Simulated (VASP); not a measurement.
# Al2TlIn2Ga5P10 (P1) in VASP: a series of runs, part 2 of 2

VASP 6.6.1. The steps go on from the part before.

## 3. Single point, PBE

Contents of INCAR:

```
PREC = Accurate
ENCUT = 520
EDIFF = 1E-7
ISMEAR = 0
SIGMA = 0.1
LREAL = Auto
LASPH = True
NELM = 100
ALGO = Normal
ISIF = 2
LWAVE = False
LCHARG = False
GGA = PE
NBANDS = 96
ISYM = 0
```

Contents of KPOINTS:

```
Automatic mesh
0
Gamma
  2 2 2
  0.5 0.5 0.5
```

Contents of POSCAR:

```
Al2TlIn2Ga5P10
1.0
    2.8416355151      2.8436662166      5.6104647396
   -2.8435255994     -2.8417179251      5.6104356360
    8.4966770200     -5.6543049382      2.8028333849
Al P Ga In Tl
2 10 5 2 1
Direct
    0.1043665985      0.4991875630      0.7905029681
    0.5965354100     -0.0002593418      0.8042751222
    0.5579208879      0.8655066452      0.6190110114
    0.4712047657      0.3656628349      0.7901506365
    0.9723916171      0.8707088751      0.7956792135
    0.3666012935      0.8936960580      1.0026153547
    0.7744756994      0.8889880207      0.1812443684
    0.6577430974      0.3944560368      0.4114247320
    0.1992733105      0.8677095436      0.4008826331
    0.0704208634      0.3730176053      0.5997633901
    0.8969513476      0.3652206976      0.9824720783
    0.2825711524      0.3670831735      0.2144356079
    0.1978778578      0.9986944776      0.6025539478
    1.0058374651      1.0013082560     -0.0122019315
    0.4008434412      0.0020254659      0.2010037852
    0.2966100047      0.5006195471      0.4088002883
    0.6965383632      0.4993103405      0.6051956794
    0.4994464705      0.5002022622      0.9981599084
    0.9018076599      0.4998253776      0.1967538830
    0.7977415691     -0.0023068031      0.4038665943
```

Potentials or basis: VASP PAW PBE potentials, release 64 (Al, P, Ga_d, In_d, Tl_d).

The run is started by

```console
> cat potpaw_PBE.64/Al/POTCAR potpaw_PBE.64/P/POTCAR potpaw_PBE.64/Ga_d/POTCAR potpaw_PBE.64/In_d/POTCAR potpaw_PBE.64/Tl_d/POTCAR > POTCAR
> mpirun -np 1 vasp_std > vasp.out
```

OUTCAR:

```text
PREC = Accurate
   ENCUT = 520
   EDIFF = 1E-7
   ISMEAR = 0
   LREAL = Auto
   LASPH = True
   NELM = 100
   ISIF = 2
   GGA = PE
   ISYM = 0

 ion  position               nearest neighbor table
   1  0.104  0.499  0.791-  11 2.37  10 2.39   4 2.40   5 2.43
   2  0.597  1.000  0.804-   3 2.38   6 2.39   4 2.40   5 2.43
   3  0.558  0.866  0.619-   2 2.38  17 2.40  13 2.41  20 2.62
   4  0.471  0.366  0.790-  17 2.38   2 2.40   1 2.40  18 2.56
   5  0.972  0.871  0.796-  13 2.41  14 2.41   1 2.43   2 2.43
   6  0.367  0.894  0.003-   2 2.39  15 2.41  14 2.41  18 2.57
[... 571 lines left out ...]
  Total       -0.0084101     -0.0234345     -0.0256582      0.0200855      0.0130984     -0.0063264
  in kB       -0.0298500     -0.0831764     -0.0910688      0.0712896      0.0464901     -0.0224543
  external PRESSURE =      -0.0680317 kB  Pullay stress =       0.0000000 kB

 VOLUME and BASIS-vectors are now :
 -----------------------------------------------------------------------------
  energy-cutoff  :      520.00
  volume of cell :      451.41
      direct lattice vectors                 reciprocal lattice vectors
     2.841635515  2.843666217  5.610464740     0.052631745  0.123259474  0.089106872
    -2.843525599 -2.841717925  5.610435636    -0.087933383 -0.087960133  0.089119869
     8.496677020 -5.654304938  2.802833385     0.070662794 -0.070660022  0.000024171

 POSITION                                       TOTAL-FORCE (eV/Angst)
 -----------------------------------------------------------------------------------
      5.59377     -5.59151      5.60185         0.000097     -0.006550      0.000524
      5.68601     -5.69225     11.21007         0.003723      0.004767     -0.004230
      4.38385     -4.37306      9.72105         0.001945      0.002720      0.004868
      7.01288     -4.16691      6.90987         0.001080      0.001559     -0.002014
      7.04793     -4.20816     12.57078        -0.000873     -0.003372     -0.005891
     -1.47728     -1.51193      7.07816        -0.000896      0.002246      0.000738
[... 12 lines left out ...]
      2.81310      0.03157      8.41527         0.011967     -0.004048      0.014154
      2.86145     -2.85024     11.20517        -0.003656      0.001186     -0.004304
 -----------------------------------------------------------------------------------
    total drift:                                0.027830     -0.012586      0.017040

  FREE ENERGIE OF THE ION-ELECTRON SYSTEM (eV)
  ---------------------------------------------------
  free  energy   TOTEN  =       -89.9913414961 eV

  energy  without entropy=      -89.9913414961  energy(sigma->0) =      -89.99134150
```

OSZICAR:

```text
N       E                     dE             d eps       ncg     rms          rms(c)
DAV:   1     0.170064647423E+04    0.17006E+04   -0.66740E+04   864   0.207E+03
DAV:   2     0.267840260697E+03   -0.14328E+04   -0.13749E+04   816   0.636E+02
DAV:   3    -0.549567362151E+02   -0.32280E+03   -0.30014E+03   872   0.225E+02
DAV:   4    -0.915839752154E+02   -0.36627E+02   -0.35993E+02  1000   0.699E+01
DAV:   5    -0.931941656769E+02   -0.16102E+01   -0.15963E+01  1080   0.169E+01    0.164E+01
DAV:   6    -0.901950736471E+02    0.29991E+01   -0.63739E+00  1160   0.163E+01    0.958E+00
DAV:   7    -0.900093390471E+02    0.18573E+00   -0.40387E+00   976   0.630E+00    0.350E+00
DAV:   8    -0.899822394193E+02    0.27100E-01   -0.58276E-01  1024   0.562E+00    0.173E+00
DAV:   9    -0.899878016137E+02   -0.55622E-02   -0.56729E-02   960   0.272E+00    0.760E-01
DAV:  10    -0.899903815737E+02   -0.25800E-02   -0.14482E-02  1040   0.144E+00    0.408E-01
DAV:  11    -0.899912390780E+02   -0.85750E-03   -0.58400E-03  1016   0.450E-01    0.152E-01
DAV:  12    -0.899912923557E+02   -0.53278E-04   -0.96615E-04  1032   0.267E-01    0.747E-02
DAV:  13    -0.899913259129E+02   -0.33557E-04   -0.24275E-04   976   0.166E-01    0.405E-02
DAV:  14    -0.899913391401E+02   -0.13227E-04   -0.10351E-04  1008   0.750E-02    0.218E-02
DAV:  15    -0.899913403231E+02   -0.11830E-05   -0.28266E-05  1168   0.608E-02    0.181E-02
DAV:  16    -0.899913418166E+02   -0.14934E-05   -0.12858E-05   936   0.148E-02    0.631E-03
DAV:  17    -0.899913414576E+02    0.35898E-06   -0.95068E-07   864   0.689E-03    0.372E-03
DAV:  18    -0.899913414961E+02   -0.38566E-07   -0.24689E-07   600   0.694E-03
   1 F= -.89991341E+02 E0= -.89991341E+02  d E =-.689904E-12
```

stdout:

```text
POSCAR found type information on POSCAR AlP GaInTl
 POSCAR found :  5 types and      20 ions
 scaLAPACK will be used
 LDA part: xc-table for (Slater+PW92), standard interpolation
 POSCAR, INCAR and KPOINTS ok, starting setup
 FFT: planning ... GRIDC
 FFT: planning ... GRID_SOFT
 FFT: planning ... GRID
 WAVECAR not read
 entering main loop
```

Run time: 8.1 min. Hardware: 1 thread of Intel Xeon Platinum 8259CL at 2.50GHz (Skylake/Cascade Lake), shared host; peak memory 0.59 GiB.

What came out:

* Free energy: -89.9913 eV
* Pressure: 0.0 GPa
* Largest force: 0.019 eV/Å
* Band gap on the k mesh: 2.02 eV

Forces on the atoms (eV/Å):
```
Al   0.000 -0.007  0.001
Al   0.004  0.005 -0.004
P    0.002  0.003  0.005
P    0.001  0.002 -0.002
P   -0.001 -0.003 -0.006
P   -0.001  0.002  0.001
P    0.004  0.001  0.000
P    0.003  0.005 -0.004
P   -0.001 -0.003 -0.003
P   -0.001 -0.003  0.002
P   -0.001 -0.003  0.000
P   -0.004  0.002  0.000
Ga   0.000  0.005 -0.003
Ga   0.000  0.001  0.002
Ga  -0.001  0.000 -0.005
Ga  -0.004  0.001  0.004
Ga  -0.002 -0.007 -0.001
In  -0.006  0.002  0.004
In   0.012 -0.004  0.014
Tl  -0.004  0.001 -0.004
```

Caveat: spin-orbit coupling is left out, which moves the levels of the heavy elements; a shifted mesh leaves out Γ, where band edges can lie.

## 4. Single point, PBE

Contents of INCAR:

```
PREC = Accurate
ENCUT = 520
EDIFF = 1E-6
ISMEAR = 0
SIGMA = 0.1
LREAL = Auto
LASPH = T
NELM = 80
ALGO = Normal
ISIF = 2
LWAVE = F
LCHARG = F
GGA = PE
ISYM = 0
NBANDS = 96
```

KPOINTS is that of step 3.

Contents of POSCAR:

```
Al2TlIn2Ga5P10
1.0
    2.8434192173      2.8395440870      5.6246010948
   -2.8442053959     -2.8470593631      5.6287518222
    8.4918492638     -5.6490911578      2.8165062333
Al P Ga In Tl
2 10 5 2 1
Direct
    0.0985015718      0.5003113917      0.8013670839
    0.4021273124      1.0015415161      0.1973327685
    0.5696166497      0.8926895901      0.6028275081
    0.4555039003      0.3689160685      0.8147144446
    0.9743109344      0.8705606431      0.7993326807
    0.3735658889      0.8726399785      0.0014333947
    0.7694570851      0.8999561984      0.1990404995
    0.6822051026      0.3631721513      0.4036701995
    0.1715900209      0.8967305903      0.4001172606
    0.0812696340      0.3664123181      0.6118079283
    0.8721276049      0.3675437858     -0.0184706983
    0.2994679154      0.3634854752      0.1884194604
    0.1989140573      0.0022090700      0.6034971650
    0.5962583684      0.0006737286      0.8046835539
    1.0007663874      1.0003725291     -0.0047178538
    0.8000194462      0.0034536605      0.4016548532
    0.5003516248      0.5008974711     -0.0031865418
    0.2983169290      0.5038554160      0.4002605561
    0.6938080759      0.5018026902      0.6111645048
    0.9041677516      0.5025110774      0.1898518355
```

The run is started by

```console
> cat potpaw_PBE.64/Al/POTCAR potpaw_PBE.64/P/POTCAR potpaw_PBE.64/Ga_d/POTCAR potpaw_PBE.64/In_d/POTCAR potpaw_PBE.64/Tl_d/POTCAR > POTCAR
> mpirun -np 1 vasp_std > vasp.out
```

It took 8.4 min on 1 thread of Intel Xeon Platinum 8259CL at 2.50GHz (Skylake/Cascade Lake), shared host; peak memory 0.59 GiB.

The run converged. Its results:

```
Free energy            : -89.8048 eV
Pressure               : 0.0 GPa
Largest force          : 0.043 eV/Å
Band gap on the k mesh : 2.00 eV
```

Forces in eV/Å, atoms in the order of the input:
```
Al   0.001 -0.011  0.011
Al  -0.013  0.011  0.009
P   -0.032  0.027  0.009
P    0.003  0.008 -0.018
P   -0.017 -0.003  0.014
P    0.022  0.011 -0.001
P    0.034 -0.004 -0.011
P    0.002 -0.026  0.005
P   -0.004  0.039  0.005
P   -0.016  0.001 -0.013
P   -0.010  0.004  0.015
P   -0.027 -0.025 -0.003
Ga   0.022 -0.024 -0.017
Ga   0.015 -0.005 -0.009
Ga   0.009  0.006  0.000
Ga  -0.006 -0.003 -0.005
Ga   0.005 -0.011 -0.002
In   0.003 -0.001  0.010
In  -0.001  0.008  0.012
Tl   0.010 -0.002 -0.012
```

Levels at points of the mesh, in eV from the valence-band top:
```csv
k point,band 76,band 77,band 78,band 79,band 80,band 81,band 82,band 83,band 84,band 85
"(0.25, 0.25, 0.25)",-0.67,-0.63,-0.37,-0.16,-0.11,2.11,2.21,2.32,2.60,2.67
```

Caveat: spin-orbit coupling is left out, which moves the levels of the heavy elements; a shifted mesh leaves out Γ, where band edges can lie. A k mesh can miss the band edges.

## 5. The runs side by side

| cell | gap on the mesh (eV) | pressure (GPa) | largest force (eV/Å) |
| --- | --- | --- | --- |
| a = 6.904, b = 6.908, c = 10.580 Å, angles 84.0, 71.0, 71.2°, 20 atoms, atomic positions A | 2.02 | 0.0 | 0.03 |
| a = 6.902, b = 6.902, c = 10.584 Å, angles 84.0, 71.0, 71.2°, 20 atoms, atomic positions B | 2.02 | 0.0 | 0.02 |
| a = 6.913, b = 6.919, c = 10.581 Å, angles 83.9, 70.9, 71.1°, 20 atoms, atomic positions C | 2.00 | 0.0 | 0.04 |

Alike in all rows: task single point; level PBE; potentials or basis VASP PAW PBE potentials, release 64 (Al, P, Ga_d, In_d, Tl_d); no spin polarisation; k mesh 2 × 2 × 2, shifted; cutoff (eV) 520; smearing gaussian 0.1 eV.

Caveats: spin-orbit coupling is left out, which moves the levels of the heavy elements; a shifted mesh leaves out Γ, where band edges can lie.

Absolute energies hang on the potentials; compare differences alone.
